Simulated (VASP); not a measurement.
# Mg3ZrN (P4/mmm) in VASP: notebook

Runs on Mg3ZrN. Level: PBE. Tasks: single point, relaxation of cell and atoms.

Everything below comes from runs of VASP 6.6.1. Logs are shortened: lines on timing, memory, paths and dates and some standing lists are left out, and cuts for length are marked.

**1. The cell of the first run**

The structure is tetragonal, space group P4/mmm (No. 123). The conventional cell has a = 5.369 Å, b = 5.369 Å, c = 3.706 Å, α = 90.00°, β = 90.00°, γ = 90.00°. Within 3.5 Å of Mg (site symmetry mmm) lie 2 Mg at 2.68 Å and 4 Zr at 3.26 Å and 4 N at 3.26 Å. Mg (site symmetry 4/mmm) has 2 N at 1.85 Å within 2.5 Å. Zr (site symmetry 4/mmm) has 16 Mg at 3.26 to 4.22 Å and 2 Zr at 3.71 Å and 4 N at 3.80 Å within 4.3 Å. N (site symmetry 4/mmm) has 2 Mg at 1.85 Å within 2.5 Å.

**2. Single point, PBE, collinear spin, ferromagnetic start**

INCAR

```
SYSTEM = Mg3ZrN
PREC = Accurate
ENCUT = 520
EDIFF = 1E-6
ISMEAR = 0
SIGMA = 0.1
LREAL = .False.
LASPH = .True.
NELM = 150
ALGO = Normal
ISIF = 2
LWAVE = .False.
LCHARG = .False.
ISPIN = 2
MAGMOM = 0 0 0 1 0
LORBIT = 11
LMAXMIX = 4
GGA = PE
NBANDS = 24
```

KPOINTS

```
regular mesh
0
Gamma
  4 4 6
  0 0 0
```

POSCAR

```
Mg3ZrN
1.0
    5.3692626004      0.0000000000      0.0000000000
    0.0000000000      5.3692626004      0.0000000000
    0.0000000000      0.0000000000      3.7058056325
Mg Zr N
3 1 1
Direct
    0.0000000000      0.5000000000      0.0000000000
    0.5000000000      0.0000000000      0.0000000000
    0.5000000000      0.5000000000      0.0000000000
    0.0000000000      0.0000000000      0.5000000000
    0.5000000000      0.5000000000      0.5000000000
```

Potentials or basis: VASP PAW PBE potentials, release 64 (Mg, Zr_sv, N).

Command:

```bash
> cat potpaw_PBE.64/Mg/POTCAR potpaw_PBE.64/Zr_sv/POTCAR potpaw_PBE.64/N/POTCAR > POTCAR
> mpirun -np 1 vasp_std > vasp.out
```

OUTCAR:

```text
SYSTEM = Mg3ZrN
   PREC = Accurate
   ENCUT = 520
   EDIFF = 1E-6
   ISMEAR = 0
   LREAL = .False.
   LASPH = .True.
   NELM = 150
   ISIF = 2
   ISPIN = 2
   LORBIT = 11
   GGA = PE

 ion  position               nearest neighbor table
   1  0.000  0.500  0.000-   3 2.68   3 2.68   4 3.26   4 3.26   4 3.26   4 3.26
   2  0.500  0.000  0.000-   3 2.68   3 2.68   4 3.26   4 3.26   4 3.26   4 3.26
   3  0.500  0.500  0.000-   5 1.85   5 1.85   1 2.68   2 2.68   2 2.68   1 2.68
   4  0.000  0.000  0.500-   1 3.26   2 3.26   1 3.26   2 3.26   1 3.26   1 3.26   2 3.26   2 3.26

   5  0.500  0.500  0.500-   3 1.85   3 1.85

  LATTYP: Found a simple tetragonal cell.
 ALAT       =     5.3692626004
 C/A-ratio  =     0.6901889344

  Lattice vectors:

 A1 = (   5.3692626004,   0.0000000000,   0.0000000000)
 A2 = (   0.0000000000,   5.3692626004,   0.0000000000)
 A3 = (   0.0000000000,   0.0000000000,   3.7058056325)

Analysis of symmetry for initial positions (statically):
=====================================================================
 Subroutine PRICEL returns:
 Original cell was already a primitive cell.

 Routine SETGRP: Setting up the symmetry group for a
 simple tetragonal supercell.

 Subroutine GETGRP returns: Found 16 space group operations
 (whereof 16 operations were pure point group operations)
 out of a pool of 16 trial point group operations.

The static configuration has the point symmetry D_4h.

Analysis of symmetry for dynamics (positions and initial velocities):
=====================================================================
 Subroutine PRICEL returns:
 Original cell was already a primitive cell.

 Routine SETGRP: Setting up the symmetry group for a
 simple tetragonal supercell.

 Subroutine GETGRP returns: Found 16 space group operations
 (whereof 16 operations were pure point group operations)
 out of a pool of 16 trial point group operations.

The dynamic configuration has the point symmetry D_4h.

Analysis of structural, dynamic, and magnetic symmetry:
=====================================================================
 Subroutine PRICEL returns:
 Original cell was already a primitive cell.

 Routine SETGRP: Setting up the symmetry group for a
 simple tetragonal supercell.

 Subroutine GETGRP returns: Found 16 space group operations
 (whereof 16 operations were pure point group operations)
 out of a pool of 16 trial point group operations.

The overall configuration has the point symmetry D_4h.

[... 132 lines left out ...]
   LEPSILON=     F    determine dielectric tensor
   LRPA    =     F    only Hartree local field effects (RPA)
 spin polarized calculation
 Gauss-broadening in eV      SIGMA  =   0.10
  energy-cutoff  :      520.00
  volume of cell :      106.83
 maximum number of plane-waves:      2900
 NGX is ok and might be reduce to    40
   NGX = 19   NGY = 19   NGZ = 13

 number of electron      22.9999997 magnetization       0.0001253

 Free energy of the ion-electron system (eV)
  ---------------------------------------------------
  ext. energy  EPLUGINS =         0.00000000
  ---------------------------------------------------
  free energy    TOTEN  =       -17.63293752 eV

  energy without entropy =      -17.61281792  energy(sigma->0) =      -17.62287772

 E-fermi :   3.5292     XC(G=0):  -9.0473

 val. band max:        3.5271220963   @ k =   0.5000   0.0000   0.1667
 cond. band min:       3.5414564216   @ k =   0.2500   0.0000   0.3333
 fundamental gap:      0.0143343253
 Fermi energy:         3.5292001218

 spin component 1

 k-point     1 :       0.0000    0.0000    0.0000
  band No.  band energies     occupation
      1     -46.2412      1.00000
      2     -24.2751      1.00000
      3     -24.2751      1.00000
      4     -24.0153      1.00000
      5      -9.5775      1.00000
      6      -1.3613      1.00000
[... 613 lines left out ...]
     22      10.7305      0.00000
     23      11.0005      0.00000
 Fermi energy:         3.5292001218

 spin component 2

 k-point     1 :       0.0000    0.0000    0.0000
  band No.  band energies     occupation
      1     -46.2411      1.00000
      2     -24.2750      1.00000
      3     -24.2750      1.00000
      4     -24.0152      1.00000
      5      -9.5776      1.00000
      6      -1.3612      1.00000
[... 613 lines left out ...]
     22      10.7305      0.00000
     23      11.0006      0.00000
 [bands above 23 left out]

------------------------ aborting loop because EDIFF is reached ----------------------------------------

  FORCE on cell =-STRESS in cart. coord.  units (eV):
  Direction    XX          YY          ZZ          XY          YZ          ZX
  --------------------------------------------------------------------------------------
  -------------------------------------------------------------------------------------
  Total       -0.0344047     -0.0344047      0.1588229      0.0000000     -0.0000000      0.0000000
  in kB       -0.5159600     -0.5159600      2.3818357      0.0000000     -0.0000000      0.0000000
  external PRESSURE =       0.4499719 kB  Pullay stress =       0.0000000 kB

 VOLUME and BASIS-vectors are now :
 -----------------------------------------------------------------------------
  energy-cutoff  :      520.00
  volume of cell :      106.83
      direct lattice vectors                 reciprocal lattice vectors
     5.369262600  0.000000000  0.000000000     0.186245314  0.000000000  0.000000000
     0.000000000  5.369262600  0.000000000     0.000000000  0.186245314  0.000000000
     0.000000000  0.000000000  3.705805633     0.000000000  0.000000000  0.269846856

 POSITION                                       TOTAL-FORCE (eV/Angst)
 -----------------------------------------------------------------------------------
      0.00000      2.68463      0.00000         0.000000      0.000000      0.000000
      2.68463      0.00000      0.00000         0.000000      0.000000      0.000000
      2.68463      2.68463      0.00000         0.000000      0.000000      0.000000
      0.00000      0.00000      1.85290         0.000000      0.000000      0.000000
      2.68463      2.68463      1.85290         0.000000      0.000000      0.000000
 -----------------------------------------------------------------------------------
    total drift:                                0.000000      0.000000     -0.000000

  FREE ENERGIE OF THE ION-ELECTRON SYSTEM (eV)
  ---------------------------------------------------
  free  energy   TOTEN  =       -17.6329375230 eV

  energy  without entropy=      -17.6128179231  energy(sigma->0) =      -17.62287772

 total charge

# of ion       s       p       d       tot
------------------------------------------
    1        0.241   0.110   0.010   0.361
    2        0.241   0.110   0.010   0.361
    3        0.237   0.244   0.078   0.558
    4        2.166   5.927   1.499   9.592
    5        1.315   2.260   0.000   3.575
--------------------------------------------------
tot          4.201   8.650   1.597  14.448

 magnetization (x)

# of ion       s       p       d       tot
------------------------------------------
    1       -0.000   0.000   0.000   0.000
    2       -0.000   0.000   0.000   0.000
    3        0.000   0.000   0.000   0.000
    4        0.000   0.000   0.000   0.000
    5       -0.000  -0.000   0.000  -0.000
--------------------------------------------------
tot          0.000  -0.000   0.000   0.000
```

OSZICAR:

```text
N       E                     dE             d eps       ncg     rms          rms(c)
DAV:   1     0.127179133314E+03    0.12718E+03   -0.98933E+03  2312   0.815E+02
DAV:   2    -0.108873755170E+02   -0.13807E+03   -0.13188E+03  2848   0.204E+02
DAV:   3    -0.231851126846E+02   -0.12298E+02   -0.12102E+02  3912   0.503E+01
[... 11 lines left out ...]
DAV:  15    -0.176328529919E+02   -0.18999E-03   -0.66483E-04  2736   0.779E-02    0.404E-02
DAV:  16    -0.176328838833E+02   -0.30891E-04   -0.15845E-04  3064   0.423E-02    0.200E-02
DAV:  17    -0.176329232956E+02   -0.39412E-04   -0.15695E-04  2680   0.394E-02    0.948E-03
DAV:  18    -0.176329359716E+02   -0.12676E-04   -0.66749E-05  2872   0.253E-02    0.522E-03
DAV:  19    -0.176329375279E+02   -0.15563E-05   -0.13010E-05  3128   0.126E-02    0.282E-03
DAV:  20    -0.176329375230E+02    0.49099E-08   -0.18652E-06  1792   0.523E-03
   1 F= -.17632938E+02 E0= -.17622878E+02  d E =-.201196E-01  mag=     0.0004
```

Run time: 2.6 min. Hardware: 1 thread of Intel Xeon Platinum 8375C at 2.90GHz (Ice Lake), shared host; peak memory 0.29 GiB.

What came out:

```yaml
Free_energy: -17.6329 eV
Pressure: 0.0 GPa
Net_moment: 0.00 μB per cell
Valence_electrons_inside_the_program's_atomic_spheres: Mg 0.36, 0.56; Zr 9.59; N 3.58
```

Stress tensor (GPa, compression positive):
```
-0.05  0.00  0.00
 0.00 -0.05  0.00
 0.00  0.00  0.24
```

Levels at points of the mesh, in eV from the Fermi level:
Spin up:
```
           k point  band 7  band 8  band 9  band 10  band 11  band 12  band 13  band 14  band 15  band 16
(0.00, 0.00, 0.00)   -2.77   -2.77   -2.18    -2.13    -0.50     0.29     1.40     1.40     1.51     1.51
(0.50, 0.00, 0.00)   -3.05   -2.82   -2.18    -1.49    -0.26     0.71     0.79     1.09     1.31     1.43
(0.50, 0.50, 0.00)   -4.11   -3.01   -2.15    -1.25     0.29     0.39     0.42     0.42     1.24     1.24
(0.00, 0.00, 0.50)   -1.80   -1.80   -1.59    -1.22    -1.22    -1.18    -0.69     0.97     1.75     2.76
(0.50, 0.00, 0.50)   -2.87   -2.08   -1.94    -1.39    -0.93     0.28     0.51     0.97     1.39     1.55
(0.50, 0.50, 0.50)   -2.40   -2.40   -2.37    -2.37    -0.37     0.37     0.68     0.71     2.08     2.19
```
Spin down:
```
           k point  band 7  band 8  band 9  band 10  band 11  band 12  band 13  band 14  band 15  band 16
(0.00, 0.00, 0.00)   -2.77   -2.77   -2.18    -2.13    -0.50     0.29     1.40     1.40     1.51     1.51
(0.50, 0.00, 0.00)   -3.05   -2.82   -2.18    -1.49    -0.26     0.71     0.79     1.09     1.31     1.43
(0.50, 0.50, 0.00)   -4.11   -3.01   -2.15    -1.25     0.29     0.39     0.41     0.41     1.24     1.24
(0.00, 0.00, 0.50)   -1.80   -1.80   -1.59    -1.22    -1.22    -1.18    -0.69     0.97     1.75     2.76
(0.50, 0.00, 0.50)   -2.87   -2.08   -1.94    -1.39    -0.93     0.28     0.51     0.97     1.39     1.55
(0.50, 0.50, 0.50)   -2.40   -2.40   -2.37    -2.37    -0.37     0.37     0.68     0.71     2.08     2.19
```

**3. Relaxation of cell and atoms, PBE**

INCAR

```
SYSTEM = Mg3ZrN
  PREC = Accurate
  ENCUT = 600
  EDIFF = 1E-6
  ISMEAR = 0
  SIGMA = 0.1
  LREAL = .False.
  LASPH = .True.
  NELM = 100
  ALGO = Normal
  ISIF = 3
  LWAVE = .False.
  LCHARG = .False.
  GGA = PE
  IBRION = 2
  NSW = 100
  EDIFFG = -0.01
```

KPOINTS

```
Automatic mesh
0
Gamma
  8 8 10
  0 0 0
```

POSCAR is that of step 2.

Potentials or basis: VASP PAW PBE potentials, release 64 (Mg, Zr_sv, N).

Command:

```bash
> cat potpaw_PBE.64/Mg/POTCAR potpaw_PBE.64/Zr_sv/POTCAR potpaw_PBE.64/N/POTCAR > POTCAR
> mpirun -np 1 vasp_std > vasp.out
```

It took 4.9 min on 1 thread of Intel Xeon Platinum 8375C at 2.90GHz (Ice Lake), shared host; peak memory 0.42 GiB.

It converged, with:

| Item | Value |
| --- | --- |
| Free energy | -17.6423 eV |
| Relaxed volume | 21.36 Å³/atom |
| Relaxed cell | a = 5.367 Å, b = 5.367 Å, c = 3.709 Å, α = 90.00°, β = 90.00°, γ = 90.00° |
| Space group after relaxing (to 0.05 Å) | P4/mmm (No. 123) |
| Energy gained by relaxing | 0.0 meV/atom |
| Ionic steps | 2 |
| Pressure after relaxing | -0.1 GPa |

Final structure:
```
Mg Zr N
1.0
     5.36660    0.00000    0.00000
     0.00000    5.36660    0.00000
     0.00000    0.00000    3.70903
Mg Zr N
3 1 1
Cartesian
  0.0000 2.6833 0.0000
  2.6833 0.0000 0.0000
  2.6833 2.6833 0.0000
  0.0000 0.0000 1.8545
  2.6833 2.6833 1.8545
```

Levels at points of the mesh, in eV from the Fermi level:
```csv
k point,band 8,band 9,band 10,band 11,band 12,band 13,band 14,band 15
"(0.00, 0.00, 0.00)",-2.79,-2.21,-2.12,-0.48,0.31,1.41,1.51,1.51
"(0.50, 0.00, 0.00)",-2.84,-2.21,-1.48,-0.25,0.73,0.80,1.10,1.32
"(0.50, 0.50, 0.00)",-3.00,-2.18,-1.24,0.31,0.40,0.40,0.41,1.24
"(0.00, 0.00, 0.50)",-1.83,-1.59,-1.21,-1.21,-1.18,-0.69,0.99,1.76
"(0.50, 0.00, 0.50)",-2.07,-1.96,-1.39,-0.91,0.28,0.51,0.98,1.41
"(0.50, 0.50, 0.50)",-2.39,-2.39,-2.39,-0.36,0.38,0.69,0.72,2.07
```
